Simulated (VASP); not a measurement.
# Al (Fm-3m) in VASP: a series of runs

Al is run at these levels: HSE06, r2SCAN, PBEsol; tasks: electric field gradients.

All numbers are computed with VASP 6.6.1; they aren't measurements. Logs are shortened: lines on timing, memory, paths and dates and some standing lists are left out, and cuts for length are marked.

## 1. The cell of the first run

It takes space group Fm-3m (No. 225, cubic). The conventional cell has a = 4.050 Å, b = 4.050 Å, c = 4.050 Å, α = 90.00°, β = 90.00°, γ = 90.00°. Al (site symmetry m-3m) has 12 Al at 2.86 Å within 3.8 Å.

## 2. Electric field gradients, HSE06

Contents of POSCAR:

```
Al
1.0
    0.0000000000      4.0496100000      4.0496100000
    4.0496100000      0.0000000000      4.0496100000
    4.0496100000      4.0496100000      0.0000000000
Al
8
Direct
    0.0000000000      0.0000000000      0.0000000000
    0.0000000000      0.0000000000      0.5000000000
    0.0000000000      0.5000000000      0.0000000000
    0.0000000000      0.5000000000      0.5000000000
    0.5000000000      0.0000000000      0.0000000000
    0.5000000000      0.0000000000      0.5000000000
    0.5000000000      0.5000000000      0.0000000000
    0.5000000000      0.5000000000      0.5000000000
```

Contents of INCAR.step1:

```
SYSTEM = Al
PREC = Accurate ; ENCUT = 520
ISMEAR = -1 ; SIGMA = 0.05
LREAL = .False. ; LASPH = .True.
NELM = 80 ; ALGO = Normal
ISIF = 2 ; LWAVE = .True.
LCHARG = .False. ; GGA = PE
EDIFF = 1E-5 ; NBANDS = 22
```

Contents of INCAR.step2:

```
SYSTEM = Al
PREC = Accurate ; ENCUT = 520
EDIFF = 1E-8 ; ISMEAR = -1
SIGMA = 0.05 ; LREAL = .False.
LASPH = .True. ; NELM = 80
ALGO = Normal ; ISIF = 2
LWAVE = .False. ; LCHARG = .False.
GGA = PE ; LHFCALC = .True.
HFSCREEN = 0.2079 ; PRECFOCK = Fast
LEFG = .True. ; ISTART = 1
NBANDS = 22
```

Contents of KPOINTS:

```
Automatic mesh
0
Gamma
  3 3 3
  0 0 0
```

Potentials or basis: VASP PAW PBE potentials, release 64 (Al).

Command:

```
$ cat potpaw_PBE.64/Al/POTCAR > POTCAR
$ cp INCAR.step1 INCAR
$ mpirun -np 1 vasp_std > vasp.out
$ cp INCAR.step2 INCAR
$ mpirun -np 1 vasp_std > vasp.out
```

OUTCAR:

```text
SYSTEM = Al
   PREC = Accurate
   ENCUT = 520
   EDIFF = 1E-8
   ISMEAR = -1
   LREAL = .False.
   LASPH = .True.
   NELM = 80
   ISIF = 2
   GGA = PE
   LHFCALC = .True.
   HFSCREEN = 0.2079
   PRECFOCK = Fast
   ISTART = 1

 ion  position               nearest neighbor table
   1  0.000  0.000  0.000-   2 2.86   3 2.86   5 2.86   2 2.86   4 2.86   6 2.86   3 2.86   4 2.86
                             7 2.86   5 2.86   6 2.86   7 2.86
   2  0.000  0.000  0.500-   1 2.86   4 2.86   6 2.86   1 2.86   3 2.86   5 2.86   3 2.86   4 2.86
                             8 2.86   5 2.86   6 2.86   8 2.86
   3  0.000  0.500  0.000-   1 2.86   4 2.86   7 2.86   2 2.86   4 2.86   8 2.86   1 2.86   2 2.86
                             5 2.86   5 2.86   7 2.86   8 2.86
   4  0.000  0.500  0.500-   2 2.86   3 2.86   8 2.86   1 2.86   3 2.86   7 2.86   1 2.86   2 2.86
                             6 2.86   6 2.86   7 2.86   8 2.86
   5  0.500  0.000  0.000-   1 2.86   6 2.86   7 2.86   2 2.86   6 2.86   8 2.86   3 2.86   7 2.86
                             8 2.86   1 2.86   2 2.86   3 2.86
   6  0.500  0.000  0.500-   2 2.86   5 2.86   8 2.86   1 2.86   5 2.86   7 2.86   4 2.86   7 2.86
                             8 2.86   1 2.86   2 2.86   4 2.86
   7  0.500  0.500  0.000-   3 2.86   5 2.86   8 2.86   4 2.86   6 2.86   8 2.86   1 2.86   5 2.86
                             6 2.86   1 2.86   3 2.86   4 2.86
   8  0.500  0.500  0.500-   4 2.86   6 2.86   7 2.86   3 2.86   5 2.86   7 2.86   2 2.86   5 2.86
                             6 2.86   2 2.86   3 2.86   4 2.86
[... 6 lines left out ...]
 A1 = (   0.0000000000,   4.0496100000,   4.0496100000)
 A2 = (   4.0496100000,   0.0000000000,   4.0496100000)
 A3 = (   4.0496100000,   4.0496100000,   0.0000000000)

Analysis of symmetry for initial positions (statically):
=====================================================================
 Subroutine PRICEL returns following result:

  LATTYP: Found a face centered cubic cell.
 ALAT       =     4.0496100000

  Lattice vectors:

 A1 = (   0.0000000000,   2.0248050000,   2.0248050000)
 A2 = (   2.0248050000,   0.0000000000,   2.0248050000)
 A3 = (   2.0248050000,   2.0248050000,   0.0000000000)

   8 primitive cells build up your supercell.

 Routine SETGRP: Setting up the symmetry group for a
 face centered cubic supercell.

 Subroutine GETGRP returns: Found 48 space group operations
 (whereof 48 operations were pure point group operations)
 out of a pool of 48 trial point group operations.

The static configuration has the point symmetry O_h .

Analysis of symmetry for dynamics (positions and initial velocities):
=====================================================================
 Subroutine PRICEL returns following result:

  LATTYP: Found a face centered cubic cell.
 ALAT       =     4.0496100000

  Lattice vectors:

 A1 = (   0.0000000000,   2.0248050000,   2.0248050000)
 A2 = (   2.0248050000,   0.0000000000,   2.0248050000)
 A3 = (   2.0248050000,   2.0248050000,   0.0000000000)

   8 primitive cells build up your supercell.

 Routine SETGRP: Setting up the symmetry group for a
 face centered cubic supercell.

 Subroutine GETGRP returns: Found 48 space group operations
 (whereof 48 operations were pure point group operations)
 out of a pool of 48 trial point group operations.

The dynamic configuration has the point symmetry O_h .

 Subroutine INISYM returns: Found 48 space group operations
 (whereof 48 operations are pure point group operations),
 and found     8 'primitive' translations

----------------------------------------------------------------------------------------

                                     Primitive cell

  volume of cell :      16.6027

  direct lattice vectors                    reciprocal lattice vectors
     0.000000000  2.024805000  2.024805000    -0.246937359  0.246937359  0.246937359
     2.024805000  0.000000000  2.024805000     0.246937359 -0.246937359  0.246937359
     2.024805000  2.024805000  0.000000000     0.246937359  0.246937359 -0.246937359

  length of vectors
     2.863506692  2.863506692  2.863506692     0.427708053  0.427708053  0.427708053

  position of ions in fractional coordinates (direct lattice)
     0.000000000  0.000000000  0.000000000

  ion indices of the primitive-cell ions
   primitive index   ion index
                 1           1

----------------------------------------------------------------------------------------

 KPOINTS: Automatic mesh

[... 35 lines left out ...]
   NGXF,Y,Z  is equivalent  to a cutoff of  27.87, 27.87, 27.87 a.u.
 SYSTEM =  Al
   PREC   = accura    normal or accurate (medium, high low for compatibility)
   ISTART =      1    job   : 0-new  1-cont  2-samecut
   ICHARG =      0    charge: 1-file 2-atom 10-const
   ISPIN  =      1    spin polarized calculation?
   LNONCOLLINEAR =      F non collinear calculations
   LSORBIT =      F    spin-orbit coupling
   LASPH  =      T    aspherical Exc in radial PAW
   ENCUT  =  520.0 eV  38.22 Ry    6.18 a.u.  10.65 10.65 10.65*2*pi/ulx,y,z
   NELM   =     80;   NELMIN=  2; NELMDL=  0     # of ELM steps
   EDIFF  = 0.1E-07   stopping-criterion for ELM
   LREAL  =      F    real-space projection
   EDIFFG = 0.1E-06   stopping-criterion for IOM
   NSW    =      0    number of steps for IOM
   IBRION =     -1    ionic relax: 0-MD 1-quasi-New 2-CG
   NFREE  =      0    steps in history (QN), initial steepest desc. (CG)
   ISIF   =      2    stress and relaxation
   ISYM   =      3    0-nonsym 1-usesym 2-fastsym
   POTIM  = 0.5000    time-step for ionic-motion
   TEBEG  =    0.0;   TEEND  =   0.0 temperature during run
   PSTRESS=    0.0 pullay stress
   NELECT =      24.0000    total number of electrons
   NUPDOWN=      -1.0000    fix difference up-down
   EMIN   =  10.00;   EMAX   =-10.00  energy-range for DOS
   EFERMI =   0.00;   METHOD = LEGACY
   ISMEAR =    -1;   SIGMA  =   0.05  broadening in eV -4-tet -1-fermi 0-gaus
   EFERMI_NEDOS =   21; number of points for ismear=-14 and -15
   IALGO  =     38    algorithm
   IMIX   =      1    mixing-type and parameters
     AMIX     =   0.40;   BMIX     =  1.00
     AMIX_MAG =   1.60;   BMIX_MAG =  1.00
  volume/ion in A,a.u.               =      16.60       112.04
  Fermi-wavevector in a.u.,A,eV,Ry     =   0.925526  1.748991 11.654733  0.856599
  Thomas-Fermi vector in A             =   2.051390
   LORBIT       =      0    0 simple, 1 ext, 2 COOP (PROOUT), +10 PAW based schemes
   GGA     = PE    functional components
   LHFCALC =     T    Hartree Fock is set to
   PRECFOCK=fast      Normal, Fast or Accurate (Low or Medium for compatibility)
   ENCUT4O =  -1.0   cutoff for four orbital integrals eV
   NKREDX  =     1    reduce k-point grid by
   NKREDY  =     1    reduce k-point grid by
   NKREDZ  =     1    reduce k-point grid by
   AEXX    =    0.2500 exact exchange contribution
   HFSCREEN=    0.2079 screening length (either q_TF or 0.3 A-1)
   HFSCREENC=   0.2079 screening length for correlation (either q_TF or 0.3 A-1)
   ENCUTFOCK=  -1.0 apply spherical cutoff to Coloumb kernel
   IVDW    =     0    specifies the selected vdW correction
   LEPSILON=     F    determine dielectric tensor
   LRPA    =     F    only Hartree local field effects (RPA)
 non-spin polarized calculation
  energy-cutoff  :      520.00
  volume of cell :      132.82
 maximum number of plane-waves:      3585
 NGX is ok and might be reduce to    42
  NGX = 24; NGY = 24; NGZ = 24

 number of electron      24.0000000 magnetization

 Free energy of the ion-electron system (eV)
  ---------------------------------------------------
  ext. energy  EPLUGINS =         0.00000000
  ---------------------------------------------------
  free energy    TOTEN  =       -33.41675522 eV

  energy without entropy =      -33.37827762  energy(sigma->0) =      -33.39751642

 E-fermi :   8.3937     XC(G=0):  -8.3957

 val. band max:        7.2554236658   @ k =   0.3333   0.3333   0.0000
 cond. band min:       8.4247338737   @ k =  -0.3333   0.3333   0.0000
 fundamental gap:      1.1693102079
 Fermi energy:         8.3937034112

 k-point     1 :       0.0000    0.0000    0.0000
  band No.  band energies     occupation
      1      -4.7268      2.00000
      2       2.6778      2.00000
      3       2.6778      2.00000
      4       2.6778      2.00000
      5       2.6778      2.00000
      6       2.9264      2.00000
[... 89 lines left out ...]
     21      11.9452      0.00000
     22      11.9452      0.00000

------------------------ aborting loop because EDIFF is reached ----------------------------------------

  FORCE on cell =-STRESS in cart. coord.  units (eV):
  Direction    XX          YY          ZZ          XY          YZ          ZX
  --------------------------------------------------------------------------------------
  -------------------------------------------------------------------------------------
  Total       -0.7421245     -0.7421245     -0.7421245     -0.0000000      0.0000000     -0.0000000
  in kB       -8.9519527     -8.9519527     -8.9519527     -0.0000000      0.0000000     -0.0000000
  external PRESSURE =      -8.9519527 kB  Pullay stress =       0.0000000 kB

 VOLUME and BASIS-vectors are now :
 -----------------------------------------------------------------------------
  energy-cutoff  :      520.00
  volume of cell :      132.82
      direct lattice vectors                 reciprocal lattice vectors
     0.000000000  4.049610000  4.049610000    -0.123468680  0.123468680  0.123468680
     4.049610000  0.000000000  4.049610000     0.123468680 -0.123468680  0.123468680
     4.049610000  4.049610000  0.000000000     0.123468680  0.123468680 -0.123468680

 POSITION                                       TOTAL-FORCE (eV/Angst)
 -----------------------------------------------------------------------------------
      0.00000      0.00000      0.00000        -0.000000     -0.000000     -0.000000
      2.02481      2.02481      0.00000        -0.000000     -0.000000      0.000000
      2.02481      0.00000      2.02481         0.000000      0.000000     -0.000000
      4.04961      2.02481      2.02481        -0.000000      0.000000      0.000000
      0.00000      2.02481      2.02481         0.000000     -0.000000     -0.000000
      2.02481      4.04961      2.02481        -0.000000     -0.000000      0.000000
      2.02481      2.02481      4.04961         0.000000      0.000000      0.000000
      4.04961      4.04961      4.04961        -0.000000      0.000000     -0.000000
 -----------------------------------------------------------------------------------
    total drift:                                0.000118     -0.000069      0.000026

  FREE ENERGIE OF THE ION-ELECTRON SYSTEM (eV)
  ---------------------------------------------------
  free  energy   TOTEN  =       -33.4167552215 eV

  energy  without entropy=      -33.3782776158  energy(sigma->0) =      -33.39751642

 Electric field gradients (V/A^2)
---------------------------------------------------------------------
 ion       V_xx      V_yy      V_zz      V_xy      V_xz      V_yz
---------------------------------------------------------------------
   1       0.000     0.000    -0.000     0.000     0.000     0.000
   2       0.000     0.000    -0.000     0.000     0.000     0.000
   3       0.000    -0.000     0.000     0.000     0.000     0.000
   4      -0.000    -0.000     0.000     0.000     0.000     0.000
   5      -0.000     0.000     0.000     0.000     0.000     0.000
   6       0.000    -0.000    -0.000     0.000     0.000     0.000
   7      -0.000     0.000    -0.000     0.000     0.000     0.000
   8      -0.000     0.000    -0.000     0.000     0.000     0.000
---------------------------------------------------------------------

 Electric field gradients after diagonalization (V/A^2)
 (convention: |V_zz| > |V_xx| > |V_yy|)
----------------------------------------------------------------------
 ion       V_xx      V_yy      V_zz     asymmetry (V_yy - V_xx)/ V_zz
----------------------------------------------------------------------
   1      -0.000    -0.000     0.000       0.116
   2      -0.000    -0.000     0.000       0.212
   3      -0.000    -0.000     0.000       0.136
   4      -0.000    -0.000     0.000       0.157
   5      -0.000    -0.000     0.000       0.023
   6      -0.000    -0.000     0.000       0.226
   7      -0.000    -0.000     0.000       0.068
   8      -0.000    -0.000     0.000       0.104
----------------------------------------------------------------------

           NMR quadrupolar parameters

 Cq : quadrupolar parameter    Cq=e*Q*V_zz/h
 eta: asymmetry parameters     (V_yy - V_xx)/ V_zz
 Q  : nuclear electric quadrupole moment in mb (millibarn)
----------------------------------------------------------------------
 ion       Cq(MHz)       eta       Q (mb)
----------------------------------------------------------------------
   1       0.000       0.116       1.000
   2       0.000       0.212       1.000
   3       0.000       0.136       1.000
   4       0.000       0.157       1.000
   5       0.000       0.023       1.000
   6       0.000       0.226       1.000
   7       0.000       0.068       1.000
   8       0.000       0.104       1.000
----------------------------------------------------------------------
```

Run time: 6.1 min. Hardware: 1 thread of Intel Xeon Platinum 8488C (Sapphire Rapids), shared host; peak memory 0.4 GiB.

What came out:

| Quantity | Value |
| --- | --- |
| Free energy | -33.4168 eV |
| Pressure | -0.9 GPa |
| Band gap on the k mesh | zero (bands 12 and 13 overlap by 2.32 eV) |
| Largest electric field gradient by atom | under 0.05 V/Å² on every atom |

Caveat: the k points lie up to 0.45 Å⁻¹ apart, too coarse for converged energies and pressures of a metal; the PAW data sets were made with another functional, which shifts forces and pressure a little.

(Part 1 of 3 ends here.)

The gap in the log of VASP goes by the Fermi energy; the results here count the filled bands.